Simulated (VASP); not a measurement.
# Ba3Li4MgF12 (a cell with a defect) in VASP: single point with PBEsol

Aim: the single point of Ba3Li4MgF12 (a cell with a defect) with PBEsol.

Program: VASP 6.6.1. These are calculated values, not measurements. Logs are shortened: lines on timing, memory, paths and dates and some standing lists are left out, and cuts for length are marked.

### 1 The cell of the first run

The cell holds a defect, 40 atoms: a = 7.917 Å, b = 7.917 Å, c = 7.917 Å, α = 90.00°, β = 90.00°, γ = 90.00°.

### 2 Single point, PBEsol

INCAR

```
SYSTEM = Ba3Li4MgF12
PREC = Accurate
ENCUT = 520
EDIFF = 1E-7
ISMEAR = -1
SIGMA = 0.05
LREAL = Auto
LASPH = .True.
NELM = 80
ALGO = Normal
ISIF = 2
LWAVE = .False.
LCHARG = .False.
GGA = PS
NBANDS = 154
ISYM = 0
```

KPOINTS

```
Automatic mesh
0
Gamma
  1 1 1
  0.25 0.25 0.25
```

POSCAR

```
Ba3Li4MgF12
1.0
    7.9171620000      0.0000000000      0.0000000000
    0.0000000000      7.9171620000      0.0000000000
    0.0000000000      0.0000000000      7.9171620000
Mg Ba Li F
2 6 8 24
Direct
    0.1189930000      0.9366720000      0.9991340000
    0.6194930000      0.5622730000      0.5004450000
    0.9912900000      0.0011580000      0.5004510000
    0.9821510000      0.4837610000      0.9986940000
    0.0302180000      0.4834410000      0.4992710000
    0.5299930000      0.0155890000      0.9997660000
    0.4822380000      0.0159860000      0.4996770000
    0.4911270000      0.4977440000      0.0010560000
    0.2353890000      0.2367160000      0.2416950000
    0.2360000000      0.2375960000      0.7575310000
    0.2665090000      0.7354900000      0.2646500000
    0.2675190000      0.7353430000      0.7344840000
    0.7364930000      0.2614960000      0.2574300000
    0.7355160000      0.2617430000      0.7418500000
    0.7674170000      0.7636040000      0.2349120000
    0.7656530000      0.7638340000      0.7643770000
    0.1763070000      0.1833660000      0.9997520000
    0.2423450000      0.2305100000      0.4998190000
    0.2999400000      0.7629640000      0.9992830000
    0.2029380000      0.7566590000      0.4996460000
    0.7424790000      0.2684910000      0.9997430000
    0.6765430000      0.3152170000      0.4992980000
    0.7025740000      0.7420240000      0.9998680000
    0.8003320000      0.7361380000      0.4993600000
    0.9808380000      0.2462400000      0.2808800000
    0.9805130000      0.2475580000      0.7192950000
    0.0031370000      0.7998520000      0.1767600000
    0.0021930000      0.7993010000      0.8224230000
    0.4803660000      0.2519580000      0.2189030000
    0.4805730000      0.2522770000      0.7807400000
    0.5026340000      0.6981380000      0.3228300000
    0.5036710000      0.7014430000      0.6769040000
    0.2673040000      0.9831150000      0.2375330000
    0.2657630000      0.9835670000      0.7615580000
    0.2216220000      0.4957940000      0.2204350000
    0.2231640000      0.4960020000      0.7778740000
    0.7221900000      0.0029250000      0.2783380000
    0.7223950000      0.0035590000      0.7208400000
    0.7676700000      0.5155060000      0.2614850000
    0.7654900000      0.5156990000      0.7368540000
```

Potentials or basis: VASP PAW PBE potentials, release 64 (Mg, Ba_sv, Li_sv, F).

On the command line:

```bash
> cat potpaw_PBE.64/Mg/POTCAR potpaw_PBE.64/Ba_sv/POTCAR potpaw_PBE.64/Li_sv/POTCAR potpaw_PBE.64/F/POTCAR > POTCAR
> mpirun -np 1 vasp_std > vasp.out
```

OUTCAR:

```text
SYSTEM = Ba3Li4MgF12
   PREC = Accurate
   ENCUT = 520
   EDIFF = 1E-7
   ISMEAR = -1
   LREAL = Auto
   LASPH = .True.
   NELM = 80
   ISIF = 2
   GGA = PS
   ISYM = 0

 ion  position               nearest neighbor table
   1  0.119  0.937  0.999-  19 1.99  27 2.00  28 2.00  17 2.01  34 2.24  33 2.25  12 2.88  11 2.88
                             6 3.31   4 3.75   3 4.11   3 4.13
   2  0.619  0.562  0.500-  24 1.99  31 2.00  32 2.00  22 2.01  40 2.23  39 2.26  16 2.87  15 2.89
                             5 3.31   7 3.75   8 4.11   8 4.12
   3  0.991  0.001  0.500-  20 2.56  24 2.59  25 2.61  26 2.61  18 2.69  38 2.75  37 2.76  34 3.00
                            28 3.01  27 3.02  33 3.02  16 3.33  15 3.33  10 3.38   9 3.38  14 3.47
   4  0.982  0.484  0.999-  21 2.55  35 2.59  36 2.59  39 2.70  40 2.70  17 2.83  28 2.87  27 2.88
                            26 2.90  25 2.92  23 3.01  14 3.32  13 3.33  16 3.36  15 3.36  10 3.39
   5  0.030  0.483  0.499-  20 2.56  25 2.58  26 2.58  18 2.61  35 2.68  36 2.68  24 2.70  39 2.82
                            40 2.83  22 3.10   9 3.26  10 3.26  11 3.31   2 3.31  12 3.31  13 3.49
   6  0.530  0.016  1.000-  23 2.56  29 2.58  30 2.58  21 2.62  37 2.68  38 2.68  19 2.71  33 2.82
                            34 2.83  17 3.10  14 3.26  13 3.26  16 3.31   1 3.31  15 3.31   9 3.49
   7  0.482  0.016  0.500-  18 2.55  37 2.59  38 2.59  33 2.70  34 2.70  22 2.82  32 2.86  31 2.88
                            29 2.90  30 2.91  20 3.02   9 3.32  10 3.32  12 3.36  11 3.36  14 3.39
   8  0.491  0.498  0.001-  23 2.56  19 2.59  29 2.60  30 2.61  21 2.69  35 2.75  36 2.76  31 3.00
                            39 3.01  40 3.02  32 3.03  11 3.33  12 3.34  13 3.38  14 3.38   9 3.46
   9  0.235  0.237  0.242-  29 1.95  17 2.02  33 2.02  25 2.04  18 2.04  35 2.06   5 3.26   7 3.32
                             3 3.38   4 3.40   8 3.46   6 3.49
  10  0.236  0.238  0.758-  30 1.95  17 2.02  34 2.03  18 2.04  26 2.05  36 2.05   5 3.26   7 3.32
                             3 3.38   4 3.39   8 3.47   6 3.49
  11  0.267  0.735  0.265-  20 1.93  31 1.95  35 1.96  33 1.97  19 2.13   1 2.88   5 3.31   8 3.33
                             7 3.36   3 3.56   4 3.67
[... 17 lines left out ...]
  24  0.800  0.736  0.499-   2 1.99  15 2.12  16 2.13   3 2.59   5 2.70
  25  0.981  0.246  0.281-  13 1.95   9 2.04   5 2.58   3 2.61   4 2.92
  26  0.981  0.248  0.719-  14 1.95  10 2.05   5 2.58   3 2.61   4 2.90
  27  0.003  0.800  0.177-  15 1.94   1 2.00   4 2.88   3 3.02
  28  0.002  0.799  0.822-  16 1.95   1 2.00   4 2.87   3 3.01
  29  0.480  0.252  0.219-   9 1.95  13 2.05   6 2.58   8 2.60   7 2.90
  30  0.481  0.252  0.781-  10 1.95  14 2.04   6 2.58   8 2.61   7 2.91
  31  0.503  0.698  0.323-  11 1.95   2 2.00   7 2.88   8 3.00
  32  0.504  0.701  0.677-  12 1.94   2 2.00  16 2.24   7 2.86   8 3.03
  33  0.267  0.983  0.238-  11 1.97   9 2.02   1 2.25   7 2.70   6 2.82   3 3.02
  34  0.266  0.984  0.762-  12 1.98  10 2.03   1 2.24   7 2.70   6 2.83   3 3.00
  35  0.222  0.496  0.220-  11 1.96   9 2.06   4 2.59   5 2.68   8 2.75
  36  0.223  0.496  0.778-  12 1.96  10 2.05   4 2.59   5 2.68   8 2.76
  37  0.722  0.003  0.278-  15 1.96  13 2.06   7 2.59   6 2.68   3 2.76
  38  0.722  0.004  0.721-  16 1.96  14 2.05   7 2.59   6 2.68   3 2.75
  39  0.768  0.516  0.261-  15 1.98  13 2.03   2 2.26   4 2.70   5 2.82   8 3.01
  40  0.765  0.516  0.737-  16 1.98  14 2.02   2 2.23   4 2.70   5 2.83   8 3.02

IMPORTANT INFORMATION: All symmetrisations will be switched off!
NOSYMM: (Re-)initialisation of all symmetry stuff for point group C_1.

----------------------------------------------------------------------------------------

                                     Primitive cell

  volume of cell :     496.2592

  direct lattice vectors                    reciprocal lattice vectors
     7.917162000  0.000000000  0.000000000     0.126307887  0.000000000  0.000000000
     0.000000000  7.917162000  0.000000000     0.000000000  0.126307887  0.000000000
     0.000000000  0.000000000  7.917162000     0.000000000  0.000000000  0.126307887

  length of vectors
     7.917162000  7.917162000  7.917162000     0.126307887  0.126307887  0.126307887

  position of ions in fractional coordinates (direct lattice)
     0.118993000  0.936672000  0.999134000
     0.619493000  0.562273000  0.500445000
     0.991290000  0.001158000  0.500451000
     0.982151000  0.483761000  0.998694000
     0.030218000  0.483441000  0.499271000
     0.529993000  0.015589000  0.999766000
[... 32 lines left out ...]
     0.767670000  0.515506000  0.261485000
     0.765490000  0.515699000  0.736854000

  ion indices of the primitive-cell ions
   primitive index   ion index
                 1           1
                 2           2
                 3           3
                 4           4
                 5           5
                 6           6
[... 32 lines left out ...]
                39          39
                40          40

----------------------------------------------------------------------------------------

 KPOINTS: Automatic mesh

Automatic generation of k-mesh.
 Grid dimensions read from file:
 generate k-points for:    1    1    1

 Generating k-lattice:

  Cartesian coordinates                     Fractional coordinates (reciprocal lattice)
     0.126307887  0.000000000  0.000000000     1.000000000  0.000000000  0.000000000
     0.000000000  0.126307887  0.000000000     0.000000000  1.000000000  0.000000000
     0.000000000  0.000000000  0.126307887     0.000000000  0.000000000  1.000000000

  Length of vectors
     0.126307887  0.126307887  0.126307887

  Shift w.r.t. Gamma in fractional coordinates (k-lattice)
     0.250000000  0.250000000  0.250000000

 Subroutine IBZKPT returns following result:
 ===========================================

 Found      4 irreducible k-points:

 Following reciprocal coordinates:
            Coordinates               Weight
  0.250000  0.250000  0.250000      2.000000
 -0.250000  0.250000  0.250000      2.000000
 -0.250000 -0.250000  0.250000      2.000000
  0.250000 -0.250000  0.250000      2.000000
   k-points           NKPTS =      4   k-points in BZ     NKDIM =      4   number of bands    NBANDS=    154
   number of dos      NEDOS =    301   number of ions     NIONS =     40
   total plane-waves  NPLWV = 216000
   dimension x,y,z NGX =    60 NGY =   60 NGZ =   60
   dimension x,y,z NGXF=   120 NGYF=  120 NGZF=  120
   ions per type =               2   6   8  24
   NGX,Y,Z   is equivalent  to a cutoff of  12.60, 12.60, 12.60 a.u.
   NGXF,Y,Z  is equivalent  to a cutoff of  25.20, 25.20, 25.20 a.u.
 SYSTEM =  Ba3Li4MgF12
   PREC   = accura    normal or accurate (medium, high low for compatibility)
   ISTART =      0    job   : 0-new  1-cont  2-samecut
   ICHARG =      2    charge: 1-file 2-atom 10-const
   ISPIN  =      1    spin polarized calculation?
   LNONCOLLINEAR =      F non collinear calculations
   LSORBIT =      F    spin-orbit coupling
   LASPH  =      T    aspherical Exc in radial PAW
   ENCUT  =  520.0 eV  38.22 Ry    6.18 a.u.  14.72 14.72 14.72*2*pi/ulx,y,z
   NELM   =     80;   NELMIN=  2; NELMDL= -5     # of ELM steps
   EDIFF  = 0.1E-06   stopping-criterion for ELM
   LREAL  =      T    real-space projection
   EDIFFG = 0.1E-05   stopping-criterion for IOM
   NSW    =      0    number of steps for IOM
   IBRION =     -1    ionic relax: 0-MD 1-quasi-New 2-CG
   NFREE  =      0    steps in history (QN), initial steepest desc. (CG)
   ISIF   =      2    stress and relaxation
   ISYM   =      0    0-nonsym 1-usesym 2-fastsym
   POTIM  = 0.5000    time-step for ionic-motion
   TEBEG  =    0.0;   TEEND  =   0.0 temperature during run
   PSTRESS=    0.0 pullay stress
   NELECT =     256.0000    total number of electrons
   NUPDOWN=      -1.0000    fix difference up-down
   EMIN   =  10.00;   EMAX   =-10.00  energy-range for DOS
   EFERMI =   0.00;   METHOD = LEGACY
   ISMEAR =    -1;   SIGMA  =   0.05  broadening in eV -4-tet -1-fermi 0-gaus
   EFERMI_NEDOS =   21; number of points for ismear=-14 and -15
   IALGO  =     38    algorithm
   IMIX   =      4    mixing-type and parameters
     AMIX     =   0.40;   BMIX     =  1.00
     AMIX_MAG =   1.60;   BMIX_MAG =  1.00
  volume/ion in A,a.u.               =      12.41        83.72
  Fermi-wavevector in a.u.,A,eV,Ry     =   1.312961  2.481137 23.454643  1.723868
  Thomas-Fermi vector in A             =   2.443317
   LORBIT       =      0    0 simple, 1 ext, 2 COOP (PROOUT), +10 PAW based schemes
   GGA     = PS    functional components
   LHFCALC =     F    Hartree Fock is set to
   AEXX    =    0.0000 exact exchange contribution
   IVDW    =     0    specifies the selected vdW correction
   LEPSILON=     F    determine dielectric tensor
   LRPA    =     F    only Hartree local field effects (RPA)
 non-spin polarized calculation
  energy-cutoff  :      520.00
  volume of cell :      496.26
 maximum number of plane-waves:     13379
 NGX is ok and might be reduce to    60
   NGX = 29   NGY = 29   NGZ = 29

 number of electron     255.9999989 magnetization

 Free energy of the ion-electron system (eV)
  ---------------------------------------------------
  ext. energy  EPLUGINS =         0.00000000
  ---------------------------------------------------
  free energy    TOTEN  =      -214.39442038 eV

  energy without entropy =     -214.39442038  energy(sigma->0) =     -214.39442038

 E-fermi :   0.3543     XC(G=0): -10.0364

 val. band max:       -0.9717506222   @ k =  -0.2500  -0.2500   0.2500
 cond. band min:       6.6495118362   @ k =  -0.2500  -0.2500   0.2500
 fundamental gap:      7.6212624584
 Fermi energy:         0.3542518162

 k-point     1 :       0.2500    0.2500    0.2500
  band No.  band energies     occupation
      1     -41.3982      2.00000
      2     -41.3952      2.00000
      3     -41.3937      2.00000
      4     -41.3887      2.00000
      5     -41.2520      2.00000
      6     -41.2505      2.00000
[... 561 lines left out ...]
    139       8.0862      0.00000
    140       8.1797      0.00000
 [bands above 140 left out]

------------------------ aborting loop because EDIFF is reached ----------------------------------------

  FORCE on cell =-STRESS in cart. coord.  units (eV):
  Direction    XX          YY          ZZ          XY          YZ          ZX
  --------------------------------------------------------------------------------------
  -------------------------------------------------------------------------------------
  Total       11.0313111      4.3877710      0.7917751      0.0164836     -0.0000103     -0.0323280
  in kB       35.6146862     14.1659578      2.5562529      0.0532175     -0.0000334     -0.1043713
  external PRESSURE =      17.4456323 kB  Pullay stress =       0.0000000 kB

 VOLUME and BASIS-vectors are now :
 -----------------------------------------------------------------------------
  energy-cutoff  :      520.00
  volume of cell :      496.26
      direct lattice vectors                 reciprocal lattice vectors
     7.917162000  0.000000000  0.000000000     0.126307887  0.000000000  0.000000000
     0.000000000  7.917162000  0.000000000     0.000000000  0.126307887  0.000000000
     0.000000000  0.000000000  7.917162000     0.000000000  0.000000000  0.126307887

 POSITION                                       TOTAL-FORCE (eV/Angst)
 -----------------------------------------------------------------------------------
      0.94209      7.41578      7.91031         0.019647     -0.024388      0.003118
      4.90463      4.45161      3.96210         0.014589      0.025256     -0.000458
      7.84820      0.00917      3.96215        -0.023922      0.001453     -0.004496
      7.77585      3.83001      7.90682        -0.007101      0.040522      0.007808
      0.23924      3.82748      3.95281        -0.053897      0.060663      0.002521
      4.19604      0.12342      7.91531        -0.051592     -0.068091     -0.005176
[... 32 lines left out ...]
      6.07777      4.08134      2.07022        -0.062330      0.009249      0.048263
      6.06051      4.08287      5.83379        -0.052864      0.003964     -0.041939
 -----------------------------------------------------------------------------------
    total drift:                               -0.010527     -0.005160      0.006351

  FREE ENERGIE OF THE ION-ELECTRON SYSTEM (eV)
  ---------------------------------------------------
  free  energy   TOTEN  =      -214.3944203758 eV

  energy  without entropy=     -214.3944203757  energy(sigma->0) =     -214.39442038
```

It took 9.7 min on 1 thread of Intel Xeon Platinum 8375C at 2.90GHz (Ice Lake), shared host; peak memory 0.61 GiB.

Results:

- Free energy: -214.3944 eV
- Largest force: 0.124 eV/Å
- Band gap on the k mesh: 7.62 eV

Forces in eV/Å, atoms in the order of the input:
```
Mg   0.020 -0.024  0.003
Mg   0.015  0.025  0.000
Ba  -0.024  0.001 -0.004
Ba  -0.007  0.041  0.008
Ba  -0.054  0.061  0.003
Ba  -0.052 -0.068 -0.005
Ba  -0.004 -0.052 -0.005
Ba  -0.026  0.001 -0.019
Li  -0.003  0.005  0.010
Li  -0.002  0.004 -0.011
Li  -0.001  0.004 -0.014
Li  -0.003  0.000  0.013
Li  -0.003 -0.004 -0.013
Li  -0.002  0.000  0.011
Li  -0.006 -0.004  0.010
Li  -0.001 -0.004 -0.011
F    0.003 -0.034  0.000
F    0.016  0.047  0.000
F   -0.096  0.045 -0.002
F    0.117  0.011  0.002
F    0.015 -0.043  0.000
F    0.002  0.044  0.002
F    0.124 -0.003 -0.002
F   -0.100 -0.052 -0.002
F   -0.012 -0.015 -0.111
F   -0.009 -0.022  0.100
F    0.013  0.022 -0.017
F    0.016  0.024  0.011
F   -0.006  0.021  0.113
F   -0.008  0.021 -0.104
F    0.016 -0.025  0.012
F    0.008 -0.032 -0.011
F   -0.061 -0.007 -0.043
F   -0.053 -0.009  0.049
F    0.075  0.003  0.044
F    0.062  0.003 -0.031
F    0.073  0.002 -0.037
F    0.073  0.001  0.048
F   -0.062  0.009  0.048
F   -0.053  0.004 -0.042
```

Levels at points of the mesh, in eV from the valence-band top:
```tsv
k point	band 125	band 126	band 127	band 128	band 129	band 130	band 131	band 132
(0.25, 0.25, 0.25)	-0.13	-0.10	-0.07	0.00	7.62	7.74	7.92	8.30
```

Caveat: the k points lie up to 0.79 Å⁻¹ apart; the cutoff is under 1.25 times the usual one of these potentials, so pressure, stress and relaxed cells hold a basis-set (Pulay) error; the PAW data sets were made with another functional, which shifts forces and pressure a little; spin-orbit coupling is left out, which moves the levels of the heavy elements.
